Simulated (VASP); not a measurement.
# SiGe2 in VASP: further runs

The runs below take SiGe2 through single point, with PBE.

Everything below comes from runs of VASP 6.6.1. Logs are shortened: lines on timing, memory, paths and dates and some standing lists are left out, and cuts for length are marked.

### 1 The cell of the first run

Symmetry: Pmma, No. 51, orthorhombic system. The conventional cell has a = 4.692 Å, b = 2.647 Å, c = 8.657 Å, α = 90.00°, β = 90.00°, γ = 90.00°. Within 3.5 Å of Si (site symmetry mm2) lie 2 Si at 2.65 Å and 6 Ge at 2.70 to 2.91 Å. Within 3.5 Å of Ge (site symmetry mm2) lie 5 Ge at 2.65 to 2.84 Å and 3 Si at 2.70 to 2.91 Å. Ge (site symmetry mm2) has 5 Ge at 2.65 to 2.84 Å and 3 Si at 2.78 to 2.91 Å within 3.5 Å.

### 2 Single point, PBE

Contents of INCAR:

```
SYSTEM = SiGe2
ALGO     = Normal         ! electronic algorithm
EDIFF    = 1E-6           ! SCF threshold, eV
ENCUT    = 520            ! plane-wave cutoff, eV
GGA      = PE             ! functional
ISIF     = 2              ! what is computed and relaxed
ISMEAR   = 0              ! smearing method
LASPH    = .TRUE.         ! aspherical terms in the spheres
LCHARG   = .TRUE.         ! write CHGCAR
LELF     = .TRUE.         ! ELF
LREAL    = .FALSE.        ! projectors in reciprocal space
LVHAR    = .TRUE.       
LWAVE    = .FALSE.        ! write WAVECAR
NBANDS   = 41             ! bands
NELM     = 80             ! most SCF steps
PREC     = Accurate       ! precision mode
SIGMA    = 0.1            ! smearing width, eV
```

Contents of KPOINTS:

```
k-points
0
G
  4 6 2
  0 0 0
```

Contents of POSCAR:

```
SiGe2
1.0
    4.6915482573      0.0000000000      0.0000000000
    0.0000000000      2.6465275892      0.0000000000
    0.0000000000      0.0000000000      8.6568795723
Si Ge
2 4
Direct
    0.7500000000      0.5000000000      0.7449411834
    0.2500000000      0.5000000000      0.2550588166
    0.7500000000      0.5000000000      0.4092034165
    0.2500000000      0.5000000000      0.9183502554
    0.2500000000      0.5000000000      0.5907965835
    0.7500000000      0.5000000000      0.0816497446
```

Potentials or basis: VASP PAW PBE potentials, release 64 (Si, Ge_d).

Command:

```bash
> cat potpaw_PBE.64/Si/POTCAR potpaw_PBE.64/Ge_d/POTCAR > POTCAR
> mpirun -np 1 vasp_std > vasp.out
```

OUTCAR:

```text
SYSTEM = SiGe2
   EDIFF = 1E-6
   ENCUT = 520
   GGA = PE
   ISIF = 2
   ISMEAR = 0
   LASPH = .TRUE.
   LREAL = .FALSE.
   NELM = 80
   PREC = Accurate

 ion  position               nearest neighbor table
   1  0.750  0.500  0.745-   5 2.70   5 2.70   4 2.78   4 2.78   3 2.91   6 2.91
   2  0.250  0.500  0.255-   3 2.70   3 2.70   6 2.78   6 2.78   5 2.91   4 2.91
   3  0.750  0.500  0.409-   2 2.70   2 2.70   5 2.82   5 2.82   6 2.84   1 2.91
   4  0.250  0.500  0.918-   6 2.74   6 2.74   1 2.78   1 2.78   5 2.84   2 2.91
   5  0.250  0.500  0.591-   1 2.70   1 2.70   3 2.82   3 2.82   4 2.84   2 2.91
   6  0.750  0.500  0.082-   4 2.74   4 2.74   2 2.78   2 2.78   3 2.84   1 2.91

  LATTYP: Found a simple orthorhombic cell.
 ALAT       =     2.6465275892
 B/A-ratio  =     1.7727184392
 C/A-ratio  =     3.2710331861

  Lattice vectors:

 A1 = (   0.0000000000,  -2.6465275892,   0.0000000000)
 A2 = (   4.6915482573,   0.0000000000,   0.0000000000)
 A3 = (   0.0000000000,   0.0000000000,   8.6568795723)

Analysis of symmetry for initial positions (statically):
=====================================================================
 Subroutine PRICEL returns:
 Original cell was already a primitive cell.

 Routine SETGRP: Setting up the symmetry group for a
 simple orthorhombic supercell.

 Subroutine GETGRP returns: Found  8 space group operations
 (whereof  4 operations were pure point group operations)
 out of a pool of  8 trial point group operations.

The static configuration has the point symmetry C_2h.
 The point group associated with its full space group is D_2h.

Analysis of symmetry for dynamics (positions and initial velocities):
=====================================================================
 Subroutine PRICEL returns:
 Original cell was already a primitive cell.

 Routine SETGRP: Setting up the symmetry group for a
 simple orthorhombic supercell.

 Subroutine GETGRP returns: Found  8 space group operations
 (whereof  4 operations were pure point group operations)
 out of a pool of  8 trial point group operations.

The dynamic configuration has the point symmetry C_2h.
 The point group associated with its full space group is D_2h.

 Subroutine INISYM returns: Found  8 space group operations
 (whereof  4 operations are pure point group operations),
 and found     1 'primitive' translations

----------------------------------------------------------------------------------------

                                     Primitive cell

  volume of cell :     107.4865

  direct lattice vectors                    reciprocal lattice vectors
     4.691548257  0.000000000  0.000000000     0.213149252  0.000000000  0.000000000
     0.000000000  2.646527589  0.000000000     0.000000000  0.377853609  0.000000000
     0.000000000  0.000000000  8.656879572     0.000000000  0.000000000  0.115515064

  length of vectors
     4.691548257  2.646527589  8.656879572     0.213149252  0.377853609  0.115515064

  position of ions in fractional coordinates (direct lattice)
     0.750000000  0.500000000  0.744941183
     0.250000000  0.500000000  0.255058817
     0.750000000  0.500000000  0.409203416
     0.250000000  0.500000000  0.918350255
     0.250000000  0.500000000  0.590796584
     0.750000000  0.500000000  0.081649745

  ion indices of the primitive-cell ions
   primitive index   ion index
                 1           1
                 2           2
                 3           3
                 4           4
                 5           5
                 6           6

----------------------------------------------------------------------------------------

 KPOINTS: k-points

Automatic generation of k-mesh.
 Grid dimensions read from file:
 generate k-points for:    4    6    2

 Generating k-lattice:

  Cartesian coordinates                     Fractional coordinates (reciprocal lattice)
     0.053287313  0.000000000  0.000000000     0.250000000  0.000000000  0.000000000
     0.000000000  0.062975601  0.000000000     0.000000000  0.166666667  0.000000000
     0.000000000  0.000000000  0.057757532     0.000000000  0.000000000  0.500000000

  Length of vectors
     0.053287313  0.062975601  0.057757532

  Shift w.r.t. Gamma in fractional coordinates (k-lattice)
     0.000000000  0.000000000  0.000000000

 Subroutine IBZKPT returns following result:
 ===========================================

 Found     24 irreducible k-points:

 Following reciprocal coordinates:
            Coordinates               Weight
  0.000000  0.000000  0.000000      1.000000
  0.250000  0.000000  0.000000      2.000000
  0.500000  0.000000  0.000000      1.000000
  0.000000  0.166667  0.000000      2.000000
  0.250000  0.166667  0.000000      4.000000
  0.500000  0.166667  0.000000      2.000000
[... 16 lines left out ...]
  0.250000  0.500000  0.500000      2.000000
  0.500000  0.500000  0.500000      1.000000
   k-points           NKPTS =     24   k-points in BZ     NKDIM =     24   number of bands    NBANDS=     41
   number of dos      NEDOS =    301   number of ions     NIONS =      6
   total plane-waves  NPLWV =  46080
   dimension x,y,z NGX =    36 NGY =   20 NGZ =   64
   dimension x,y,z NGXF=    72 NGYF=   40 NGZF=  128
   ions per type =               2   4
   NGX,Y,Z   is equivalent  to a cutoff of  12.76, 12.56, 12.29 a.u.
   NGXF,Y,Z  is equivalent  to a cutoff of  25.51, 25.13, 24.58 a.u.
 SYSTEM =  SiGe2
   PREC   = accura    normal or accurate (medium, high low for compatibility)
   ISTART =      0    job   : 0-new  1-cont  2-samecut
   ICHARG =      2    charge: 1-file 2-atom 10-const
   ISPIN  =      1    spin polarized calculation?
   LNONCOLLINEAR =      F non collinear calculations
   LSORBIT =      F    spin-orbit coupling
   LASPH  =      T    aspherical Exc in radial PAW
   ENCUT  =  520.0 eV  38.22 Ry    6.18 a.u.   8.72  4.92 16.10*2*pi/ulx,y,z
   NELM   =     80;   NELMIN=  2; NELMDL= -5     # of ELM steps
   EDIFF  = 0.1E-05   stopping-criterion for ELM
   LREAL  =      F    real-space projection
   EDIFFG = 0.1E-04   stopping-criterion for IOM
   NSW    =      0    number of steps for IOM
   IBRION =     -1    ionic relax: 0-MD 1-quasi-New 2-CG
   NFREE  =      0    steps in history (QN), initial steepest desc. (CG)
   ISIF   =      2    stress and relaxation
   ISYM   =      2    0-nonsym 1-usesym 2-fastsym
   POTIM  = 0.5000    time-step for ionic-motion
   TEBEG  =    0.0;   TEEND  =   0.0 temperature during run
   PSTRESS=    0.0 pullay stress
   NELECT =      64.0000    total number of electrons
   NUPDOWN=      -1.0000    fix difference up-down
   EMIN   =  10.00;   EMAX   =-10.00  energy-range for DOS
   EFERMI =   0.00;   METHOD = LEGACY
   ISMEAR =     0;   SIGMA  =   0.10  broadening in eV -4-tet -1-fermi 0-gaus
   EFERMI_NEDOS =   21; number of points for ismear=-14 and -15
   IALGO  =     38    algorithm
   IMIX   =      4    mixing-type and parameters
     AMIX     =   0.40;   BMIX     =  1.00
     AMIX_MAG =   1.60;   BMIX_MAG =  1.00
  volume/ion in A,a.u.               =      17.91       120.89
  Fermi-wavevector in a.u.,A,eV,Ry     =   1.377263  2.602649 25.808250  1.896853
  Thomas-Fermi vector in A             =   2.502432
   LORBIT       =      0    0 simple, 1 ext, 2 COOP (PROOUT), +10 PAW based schemes
   GGA     = PE    functional components
   LHFCALC =     F    Hartree Fock is set to
   AEXX    =    0.0000 exact exchange contribution
   IVDW    =     0    specifies the selected vdW correction
   LEPSILON=     F    determine dielectric tensor
   LRPA    =     F    only Hartree local field effects (RPA)
 non-spin polarized calculation
 Gauss-broadening in eV      SIGMA  =   0.10
  energy-cutoff  :      520.00
  volume of cell :      107.49
 maximum number of plane-waves:      2942
 NGX is ok and might be reduce to    36
   NGX = 17   NGY =  9   NGZ = 33

 number of electron      64.0000067 magnetization

 Free energy of the ion-electron system (eV)
  ---------------------------------------------------
  ext. energy  EPLUGINS =         0.00000000
  ---------------------------------------------------
  free energy    TOTEN  =       -27.15669946 eV

  energy without entropy =      -27.14514786  energy(sigma->0) =      -27.15092366

 E-fermi :   7.4497     XC(G=0): -11.0871

 val. band max:        7.4257240260   @ k =   0.2500   0.0000   0.5000
 cond. band min:       7.4528267680   @ k =   0.2500   0.0000   0.5000
 fundamental gap:      0.0271027420
 Fermi energy:         7.4497361753

 k-point     1 :       0.0000    0.0000    0.0000
  band No.  band energies     occupation
      1     -17.5805      2.00000
      2     -17.5602      2.00000
      3     -17.5471      2.00000
      4     -17.5176      2.00000
      5     -17.5000      2.00000
      6     -17.4687      2.00000
[... 33 lines left out ...]
     40      15.5856      0.00000
     41      15.8167      0.00000

 k-point     2 :       0.2500    0.0000    0.0000
  band No.  band energies     occupation
      1     -17.5762      2.00000
      2     -17.5565      2.00000
      3     -17.5517      2.00000
      4     -17.5295      2.00000
      5     -17.5084      2.00000
      6     -17.4672      2.00000
[... 33 lines left out ...]
     40      14.4892      0.00000
     41      15.7326      0.00000

 k-point     3 :       0.5000    0.0000    0.0000
  band No.  band energies     occupation
      1     -17.5649      2.00000
      2     -17.5649      2.00000
      3     -17.5459      2.00000
      4     -17.5459      2.00000
      5     -17.4967      2.00000
      6     -17.4967      2.00000
[... 875 lines left out ...]
      2     -17.4843      2.00000
      3     -17.4787      2.00000
      4     -17.4689      2.00000
      5     -17.4678      2.00000
      6     -17.4633      2.00000
[... 33 lines left out ...]
     40      11.0430      0.00000
     41      12.4222      0.00000

 k-point    24 :       0.5000    0.5000    0.5000
  band No.  band energies     occupation
      1     -17.4833      2.00000
      2     -17.4833      2.00000
      3     -17.4808      2.00000
      4     -17.4808      2.00000
      5     -17.4641      2.00000
      6     -17.4641      2.00000
[... 33 lines left out ...]
     40      11.7290      0.00000
     41      13.3677      0.00000

------------------------ aborting loop because EDIFF is reached ----------------------------------------

  FORCE on cell =-STRESS in cart. coord.  units (eV):
  Direction    XX          YY          ZZ          XY          YZ          ZX
  --------------------------------------------------------------------------------------
  -------------------------------------------------------------------------------------
  Total        2.1816345     -2.5854029     -0.7896172      0.0000000      0.0000000      0.0000000
  in kB       32.5191052    -38.5376136    -11.7699108      0.0000000      0.0000000      0.0000000
  external PRESSURE =      -5.9294731 kB  Pullay stress =       0.0000000 kB

 VOLUME and BASIS-vectors are now :
 -----------------------------------------------------------------------------
  energy-cutoff  :      520.00
  volume of cell :      107.49
      direct lattice vectors                 reciprocal lattice vectors
     4.691548257  0.000000000  0.000000000     0.213149252  0.000000000  0.000000000
     0.000000000  2.646527589  0.000000000     0.000000000  0.377853609  0.000000000
     0.000000000  0.000000000  8.656879572     0.000000000  0.000000000  0.115515064

 POSITION                                       TOTAL-FORCE (eV/Angst)
 -----------------------------------------------------------------------------------
      3.51866      1.32326      6.44887         0.000000     -0.000000      0.090733
      1.17289      1.32326      2.20801         0.000000      0.000000     -0.090733
      3.51866      1.32326      3.54242         0.000000     -0.000000      0.036207
      1.17289      1.32326      7.95005         0.000000      0.000000     -0.198928
      1.17289      1.32326      5.11445        -0.000000     -0.000000     -0.036207
      3.51866      1.32326      0.70683         0.000000     -0.000000      0.198928
 -----------------------------------------------------------------------------------
    total drift:                                0.000000     -0.000000      0.000000

  FREE ENERGIE OF THE ION-ELECTRON SYSTEM (eV)
  ---------------------------------------------------
  free  energy   TOTEN  =       -27.1566994577 eV

  energy  without entropy=      -27.1451478599  energy(sigma->0) =      -27.15092366
```

It took 33 s on 1 thread of Intel Xeon 6975P-C (Granite Rapids), shared host; peak memory 0.24 GiB.

Results:

| Quantity | Value |
| --- | --- |
| Free energy | -27.1567 eV |
| Pressure | -0.6 GPa |
| Largest force | 0.199 eV/Å |
| Band gap on the k mesh | zero (bands 32 and 33 overlap by 3.89 eV) |

Forces on the atoms (eV/Å):
```
Si   0.000  0.000  0.091
Si   0.000  0.000 -0.091
Ge   0.000  0.000  0.036
Ge   0.000  0.000 -0.199
Ge   0.000  0.000 -0.036
Ge   0.000  0.000  0.199
```

Caveat: the k points lie up to 0.40 Å⁻¹ apart, too coarse for converged energies and pressures of a metal.

[end of part 1 of 2]
